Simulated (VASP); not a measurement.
# SiC (scan) in VASP: notebook

SiC (scan) is run at these levels: r2SCAN; tasks: single point.

All numbers are computed with VASP 6.6.1; they aren't measurements. Logs are shortened: lines on timing, memory, paths and dates and some standing lists are left out, and cuts for length are marked.

### Step 1. The cell of the first run

Symmetry: P6_3mc, No. 186, hexagonal system. Conventional cell: a = 3.075 Å, b = 3.075 Å, c = 5.049 Å, α = 90.00°, β = 90.00°, γ = 120.00°. Si (site symmetry 3m) has 3 C at 1.78 Å within 2.4 Å. C (site symmetry 3m) has 3 Si at 1.78 Å within 2.4 Å.

### Step 2. Single point, r2SCAN

Contents of POSCAR:

```
SiC
1.0
    3.0754984732      0.0000000000      0.0000000000
   -1.5377492366      2.6634598071      0.0000000000
    0.0000000000      0.0000000000      5.0485506836
Si C
2 2
Direct
    0.3333333333      0.6666666667     -0.0562899172
    0.6666666667      0.3333333333      0.4437100828
    0.3333333333      0.6666666667      0.4312899172
    0.6666666667      0.3333333333      0.9312899172
```

Contents of INCAR.step1:

```
SYSTEM = SiC
PREC = Accurate ; ENCUT = 520
ISMEAR = 0 ; SIGMA = 0.01
LREAL = .FALSE. ; LASPH = .TRUE.
NELM = 60 ; NBANDS = 16
GGA = PE ; ALGO = Normal
EDIFF = 1E-4 ; LWAVE = .TRUE.
LCHARG = .FALSE.
```

Contents of INCAR.step2:

```
SYSTEM = SiC
PREC = Accurate ; ENCUT = 520
EDIFF = 1E-7 ; ISMEAR = 0
SIGMA = 0.01 ; LREAL = .FALSE.
LASPH = .TRUE. ; NELM = 60
ALGO = Normal ; ISIF = 2
LWAVE = .FALSE. ; LCHARG = .TRUE.
METAGGA = R2SCAN ; LMIXTAU = .TRUE.
LELF = .TRUE. ; LVHAR = .TRUE.
NBANDS = 16 ; ISTART = 1
```

Contents of KPOINTS:

```
Automatic mesh
0
G
  9 9 6
  0 0 0
```

Potentials or basis: VASP PAW PBE potentials, release 64 (Si, C).

Started as:

```sh
$ cat potpaw_PBE.64/Si/POTCAR potpaw_PBE.64/C/POTCAR > POTCAR
$ cp INCAR.step1 INCAR
$ mpirun -np 1 vasp_std > vasp.out
$ cp INCAR.step2 INCAR
$ mpirun -np 1 vasp_std > vasp.out
```

OUTCAR:

```text
SYSTEM = SiC
   PREC = Accurate
   ENCUT = 520
   EDIFF = 1E-7
   ISMEAR = 0
   LREAL = .FALSE.
   LASPH = .TRUE.
   NELM = 60
   ISIF = 2
   METAGGA = R2SCAN
   ISTART = 1

 ion  position               nearest neighbor table
   1  0.333  0.667  0.944-   4 1.78   4 1.78   4 1.78   3 2.46   3 2.59   2 3.09   2 3.09   2 3.09
                             2 3.09   2 3.09   2 3.09
   2  0.667  0.333  0.444-   3 1.78   3 1.78   3 1.78   4 2.46   4 2.59   1 3.09   1 3.09   1 3.09
                             1 3.09   1 3.09   1 3.09
   3  0.333  0.667  0.431-   2 1.78   2 1.78   2 1.78   1 2.46   1 2.59
   4  0.667  0.333  0.931-   1 1.78   1 1.78   1 1.78   2 2.46   2 2.59

  LATTYP: Found a hexagonal cell.
 ALAT       =     3.0754984732
 C/A-ratio  =     1.6415389985

  Lattice vectors:

 A1 = (   3.0754984732,   0.0000000000,   0.0000000000)
 A2 = (  -1.5377492366,   2.6634598071,   0.0000000000)
 A3 = (   0.0000000000,   0.0000000000,   5.0485506836)

Analysis of symmetry for initial positions (statically):
=====================================================================
 Subroutine PRICEL returns:
 Original cell was already a primitive cell.

 Routine SETGRP: Setting up the symmetry group for a
 hexagonal supercell.

 Subroutine GETGRP returns: Found 12 space group operations
 (whereof  6 operations were pure point group operations)
 out of a pool of 24 trial point group operations.

The static configuration has the point symmetry C_3v.
 The point group associated with its full space group is C_6v.

Analysis of symmetry for dynamics (positions and initial velocities):
=====================================================================
 Subroutine PRICEL returns:
 Original cell was already a primitive cell.

 Routine SETGRP: Setting up the symmetry group for a
 hexagonal supercell.

 Subroutine GETGRP returns: Found 12 space group operations
 (whereof  6 operations were pure point group operations)
 out of a pool of 24 trial point group operations.

The dynamic configuration has the point symmetry C_3v.
 The point group associated with its full space group is C_6v.

 Subroutine INISYM returns: Found 12 space group operations
 (whereof  6 operations are pure point group operations),
 and found     1 'primitive' translations

----------------------------------------------------------------------------------------

                                     Primitive cell

  volume of cell :      41.3550

  direct lattice vectors                    reciprocal lattice vectors
     3.075498473  0.000000000  0.000000000     0.325150543  0.187725754  0.000000000
    -1.537749237  2.663459807  0.000000000     0.000000000  0.375451508  0.000000000
     0.000000000  0.000000000  5.048550684     0.000000000  0.000000000  0.198076649

  length of vectors
     3.075498473  3.075498473  5.048550684     0.375451508  0.375451508  0.198076649

  position of ions in fractional coordinates (direct lattice)
     0.333333333  0.666666667  0.943710083
     0.666666667  0.333333333  0.443710083
     0.333333333  0.666666667  0.431289917
     0.666666667  0.333333333  0.931289917

  ion indices of the primitive-cell ions
   primitive index   ion index
                 1           1
                 2           2
                 3           3
                 4           4

----------------------------------------------------------------------------------------

 KPOINTS: Automatic mesh

Automatic generation of k-mesh.
 Grid dimensions read from file:
 generate k-points for:    9    9    6

 Generating k-lattice:

  Cartesian coordinates                     Fractional coordinates (reciprocal lattice)
     0.036127838  0.020858417  0.000000000     0.111111111 -0.000000000  0.000000000
     0.000000000  0.041716834  0.000000000     0.000000000  0.111111111  0.000000000
     0.000000000  0.000000000  0.033012775     0.000000000  0.000000000  0.166666667

  Length of vectors
     0.041716834  0.041716834  0.033012775

  Shift w.r.t. Gamma in fractional coordinates (k-lattice)
     0.000000000  0.000000000  0.000000000

 Subroutine IBZKPT returns following result:
 ===========================================

 Found     48 irreducible k-points:

 Following reciprocal coordinates:
            Coordinates               Weight
  0.000000  0.000000  0.000000      1.000000
  0.111111  0.000000  0.000000      6.000000
  0.222222  0.000000  0.000000      6.000000
  0.333333  0.000000  0.000000      6.000000
  0.444444  0.000000  0.000000      6.000000
  0.111111  0.111111  0.000000      6.000000
[... 16 lines left out ...]
  0.333333  0.222222  0.166667     24.000000
  0.333333  0.333333  0.166667      4.000000
 [... further k-points ...]
   k-points           NKPTS =     48   k-points in BZ     NKDIM =     48   number of bands    NBANDS=     16
   number of dos      NEDOS =    301   number of ions     NIONS =      4
   total plane-waves  NPLWV =  23040
   dimension x,y,z NGX =    24 NGY =   24 NGZ =   40
   dimension x,y,z NGXF=    48 NGYF=   48 NGZF=   80
   ions per type =               2   2
   NGX,Y,Z   is equivalent  to a cutoff of  12.97, 12.97, 13.17 a.u.
   NGXF,Y,Z  is equivalent  to a cutoff of  25.95, 25.95, 26.34 a.u.
 SYSTEM =  SiC
   PREC   = accura    normal or accurate (medium, high low for compatibility)
   ISTART =      1    job   : 0-new  1-cont  2-samecut
   ICHARG =      0    charge: 1-file 2-atom 10-const
   ISPIN  =      1    spin polarized calculation?
   LNONCOLLINEAR =      F non collinear calculations
   LSORBIT =      F    spin-orbit coupling
   LASPH  =      T    aspherical Exc in radial PAW
   ENCUT  =  520.0 eV  38.22 Ry    6.18 a.u.   5.72  5.72  9.39*2*pi/ulx,y,z
   NELM   =     60;   NELMIN=  2; NELMDL=  0     # of ELM steps
   EDIFF  = 0.1E-06   stopping-criterion for ELM
   LREAL  =      F    real-space projection
   EDIFFG = 0.1E-05   stopping-criterion for IOM
   NSW    =      0    number of steps for IOM
   IBRION =     -1    ionic relax: 0-MD 1-quasi-New 2-CG
   NFREE  =      0    steps in history (QN), initial steepest desc. (CG)
   ISIF   =      2    stress and relaxation
   ISYM   =      2    0-nonsym 1-usesym 2-fastsym
   POTIM  = 0.5000    time-step for ionic-motion
   TEBEG  =    0.0;   TEEND  =   0.0 temperature during run
   PSTRESS=    0.0 pullay stress
   NELECT =      16.0000    total number of electrons
   NUPDOWN=      -1.0000    fix difference up-down
   EMIN   =  10.00;   EMAX   =-10.00  energy-range for DOS
   EFERMI =   0.00;   METHOD = LEGACY
   ISMEAR =     0;   SIGMA  =   0.01  broadening in eV -4-tet -1-fermi 0-gaus
   EFERMI_NEDOS =   21; number of points for ismear=-14 and -15
   IALGO  =     38    algorithm
   IMIX   =      4    mixing-type and parameters
     AMIX     =   0.40;   BMIX     =  1.00
     AMIX_MAG =   1.60;   BMIX_MAG =  1.00
  volume/ion in A,a.u.               =      10.34        69.77
  Fermi-wavevector in a.u.,A,eV,Ry     =   1.192904  2.254261 19.361350  1.423019
  Thomas-Fermi vector in A             =   2.328931
   LORBIT       =      0    0 simple, 1 ext, 2 COOP (PROOUT), +10 PAW based schemes
   METAGGA = R2SCAN    functional components
   LHFCALC =     F    Hartree Fock is set to
   AEXX    =    0.0000 exact exchange contribution
   IVDW    =     0    specifies the selected vdW correction
   LEPSILON=     F    determine dielectric tensor
   LRPA    =     F    only Hartree local field effects (RPA)
 non-spin polarized calculation
 Gauss-broadening in eV      SIGMA  =   0.01
  energy-cutoff  :      520.00
  volume of cell :       41.36
 maximum number of plane-waves:      1125
 NGX is ok and might be reduce to    24
   NGX = 11   NGY = 11   NGZ = 19

 number of electron      16.0000000 magnetization

 Free energy of the ion-electron system (eV)
  ---------------------------------------------------
  ext. energy  EPLUGINS =         0.00000000
  ---------------------------------------------------
  free energy    TOTEN  =       -36.67133202 eV

  energy without entropy =      -36.67133202  energy(sigma->0) =      -36.67133202

 E-fermi :  10.1699     XC(G=0): -11.9603

 val. band max:       10.0368649042   @ k =   0.0000   0.0000   0.0000
 cond. band min:      11.1207047150   @ k =   0.4444   0.0000   0.0000
 fundamental gap:      1.0838398108
 Fermi energy:        10.1699235273

 k-point     1 :       0.0000    0.0000    0.0000
  band No.  band energies     occupation
      1      -8.3410      2.00000
      2      -5.1164      2.00000
      3       0.2173      2.00000
      4       5.8867      2.00000
      5       5.8867      2.00000
      6       6.9983      2.00000
[... 8 lines left out ...]
     15      17.5953      0.00000
     16      19.1281      0.00000

 k-point     2 :       0.1111    0.0000    0.0000
  band No.  band energies     occupation
      1      -8.1183      2.00000
      2      -4.9229      2.00000
      3       0.4452      2.00000
      4       4.8428      2.00000
      5       5.5693      2.00000
      6       6.2765      2.00000
[... 8 lines left out ...]
     15      17.5796      0.00000
     16      20.0990      0.00000

 k-point     3 :       0.2222    0.0000    0.0000
  band No.  band energies     occupation
      1      -7.4618      2.00000
      2      -4.3711      2.00000
      3       1.1170      2.00000
      4       2.7120      2.00000
      5       4.6126      2.00000
      6       4.9264      2.00000
[... 8 lines left out ...]
     15      19.1089      0.00000
     16      19.1551      0.00000

 k-point     4 :       0.3333    0.0000    0.0000
  band No.  band energies     occupation
      1      -6.4207      2.00000
      2      -3.6153      2.00000
      3       0.5804      2.00000
      4       2.1898      2.00000
      5       2.7129      2.00000
      6       4.3507      2.00000
[... 8 lines left out ...]
     15      18.6437      0.00000
     16      20.0271      0.00000

 k-point     5 :       0.4444    0.0000    0.0000
  band No.  band energies     occupation
      1      -5.2090      2.00000
      2      -3.3458      2.00000
      3      -0.5150      2.00000
      4       1.1016      2.00000
      5       3.4093      2.00000
      6       4.0293      2.00000
[... 8 lines left out ...]
     15      19.0204      0.00000
     16      19.5884      0.00000

 k-point     6 :       0.1111    0.1111    0.0000
  band No.  band energies     occupation
      1      -7.6784      2.00000
      2      -4.5492      2.00000
      3       0.8957      2.00000
      4       3.4996      2.00000
      5       4.6155      2.00000
      6       5.4842      2.00000
[... 8 lines left out ...]
     15      18.1346      0.00000
     16      18.6966      0.00000
[... 267 lines left out ...]
 k-point    21 :       0.4444    0.1111    0.1667
  band No.  band energies     occupation
      1      -4.6510      2.00000
      2      -3.4436      2.00000
      3      -0.5898      2.00000
      4       0.5530      2.00000
      5       3.1951      2.00000
      6       4.5126      2.00000
[... 8 lines left out ...]
     15      19.8818      0.00000
     16      22.1028      0.00000

 k-point    22 :       0.2222    0.2222    0.1667
  band No.  band energies     occupation
      1      -5.6990      2.00000
      2      -3.5187      2.00000
      3       0.5147      2.00000
      4       1.8484      2.00000
      5       2.9693      2.00000
      6       3.4962      2.00000
[... 8 lines left out ...]
     15      17.8917      0.00000
     16      21.3444      0.00000

 k-point    23 :       0.3333    0.2222    0.1667
  band No.  band energies     occupation
      1      -4.5460      2.00000
      2      -3.2638      2.00000
      3      -0.0915      2.00000
      4       0.9514      2.00000
      5       1.8884      2.00000
      6       3.6254      2.00000
[... 8 lines left out ...]
     15      19.2673      0.00000
     16      21.9747      0.00000

 k-point    24 :       0.3333    0.3333    0.1667
  band No.  band energies     occupation
      1      -3.6519      2.00000
      2      -3.6519      2.00000
      3       0.6314      2.00000
      4       0.6314      2.00000
      5       0.8401      2.00000
      6       2.8615      2.00000
[... 8 lines left out ...]
     15      19.4815      0.00000
     16      21.5772      0.00000

 [... further k-points ...]
[... 5 lines left out ...]
  --------------------------------------------------------------------------------------
  -------------------------------------------------------------------------------------
  Total        3.7172219      3.7172219      0.5137163      0.0000000      0.0000000     -0.0000000
  in kB      144.0126643    144.0126643     19.9024045      0.0000000      0.0000000     -0.0000000
  external PRESSURE =     102.6425777 kB  Pullay stress =       0.0000000 kB

 VOLUME and BASIS-vectors are now :
 -----------------------------------------------------------------------------
  energy-cutoff  :      520.00
  volume of cell :       41.36
      direct lattice vectors                 reciprocal lattice vectors
     3.075498473  0.000000000  0.000000000     0.325150543  0.187725754  0.000000000
    -1.537749237  2.663459807  0.000000000     0.000000000  0.375451508  0.000000000
     0.000000000  0.000000000  5.048550684     0.000000000  0.000000000  0.198076649

 POSITION                                       TOTAL-FORCE (eV/Angst)
 -----------------------------------------------------------------------------------
     -0.00000      1.77564      4.76437        -0.000000      0.000000      0.690313
      1.53775      0.88782      2.24009         0.000000     -0.000000      0.690313
     -0.00000      1.77564      2.17739        -0.000000     -0.000000     -0.690313
      1.53775      0.88782      4.70166        -0.000000      0.000000     -0.690313
 -----------------------------------------------------------------------------------
    total drift:                               -0.000000     -0.000000      0.000646

  FREE ENERGIE OF THE ION-ELECTRON SYSTEM (eV)
  ---------------------------------------------------
  free  energy   TOTEN  =       -36.6713320181 eV

  energy  without entropy=      -36.6713320181  energy(sigma->0) =      -36.67133202
```

Wall time 1.8 min (1 thread of Intel Xeon 6975P-C (Granite Rapids), shared host); peak memory 0.17 GiB.

Results:

- Free energy: -36.6713 eV
- Pressure: 10.3 GPa
- Largest force: 0.690 eV/Å
- Band gap on the k mesh: 1.08 eV, indirect (least direct gap 3.16 eV)

Forces on the atoms (eV/Å):
```
Si   0.000  0.000  0.690
Si   0.000  0.000  0.690
C    0.000  0.000 -0.690
C    0.000  0.000 -0.690
```

Caveat: the PAW data sets were made with another functional, which shifts forces and pressure a little. A k mesh can miss the band edges.

### Step 3. Single point, r2SCAN

Contents of POSCAR:

```
SiC
1.0
    3.0754984732      0.0000000000      0.0000000000
   -1.5377492366      2.6634598071      0.0000000000
    0.0000000000      0.0000000000      5.0485506836
Si C
2 2
Direct
    0.3333333333      0.6666666667     -0.0625000000
    0.6666666667      0.3333333333      0.4375000000
    0.3333333333      0.6666666667      0.4375000000
    0.6666666667      0.3333333333      0.9375000000
```

Contents of INCAR.step1:

```
SYSTEM = SiC
ALGO     = Normal         ! electronic algorithm
EDIFF    = 1E-4           ! SCF threshold, eV
ENCUT    = 520            ! plane-wave cutoff, eV
GGA      = PE             ! functional
ISMEAR   = 0              ! smearing method
LASPH    = .TRUE.         ! aspherical terms in the spheres
LCHARG   = .FALSE.        ! write CHGCAR
LREAL    = .FALSE.        ! projectors in reciprocal space
LWAVE    = .TRUE.         ! write WAVECAR
NBANDS   = 16             ! bands
NELM     = 80             ! most SCF steps
PREC     = Accurate       ! precision mode
SIGMA    = 0.01           ! smearing width, eV
```

Contents of INCAR.step2:

```
SYSTEM = SiC
ALGO     = Normal         ! electronic algorithm
EDIFF    = 1E-6           ! SCF threshold, eV
ENCUT    = 520            ! plane-wave cutoff, eV
ISIF     = 2              ! what is computed and relaxed
ISMEAR   = 0              ! smearing method
ISTART   = 1            
LASPH    = .TRUE.         ! aspherical terms in the spheres
LCHARG   = .TRUE.         ! write CHGCAR
LELF     = .TRUE.         ! ELF
LMIXTAU  = .TRUE.       
LREAL    = .FALSE.        ! projectors in reciprocal space
LVHAR    = .TRUE.       
LWAVE    = .FALSE.        ! write WAVECAR
METAGGA  = R2SCAN         ! meta-GGA
NBANDS   = 16             ! bands
NELM     = 80             ! most SCF steps
PREC     = Accurate       ! precision mode
SIGMA    = 0.01           ! smearing width, eV
```

Contents of KPOINTS:

```
k-points
0
G
  9 9 6
  0 0 0
```

Potentials or basis: VASP PAW PBE potentials, release 64 (Si, C).

Started as:

```sh
$ cat potpaw_PBE.64/Si/POTCAR potpaw_PBE.64/C/POTCAR > POTCAR
$ cp INCAR.step1 INCAR
$ mpirun -np 1 vasp_std > vasp.out
$ cp INCAR.step2 INCAR
$ mpirun -np 1 vasp_std > vasp.out
```

Wall time 91 s (1 thread of Intel Xeon 6975P-C (Granite Rapids), shared host); peak memory 0.17 GiB.

It converged, with:

```
Free energy            : -36.6278 eV
Pressure               : 10.5 GPa
Band gap on the k mesh : 1.06 eV, indirect (least direct gap 3.12 eV)
```

Stress tensor (GPa, compression positive):
```
14.56  0.00  0.00
 0.00 14.56  0.00
 0.00  0.00  2.25
```

Levels at points of the mesh, in eV from the valence-band top:
```csv
k point,band 4,band 5,band 6,band 7,band 8,band 9,band 10,band 11,band 12,band 13
"(0.00, 0.00, 0.00)",-4.18,-4.18,-3.07,-3.07,0.00,3.28,4.31,5.14,5.14,6.85
"(0.00, 0.00, 0.50)",-5.55,-3.66,-3.66,-3.66,-3.66,4.50,4.50,5.70,5.70,5.70
```

Caveat: the PAW data sets were made with another functional, which shifts forces and pressure a little. A k mesh can miss the band edges.
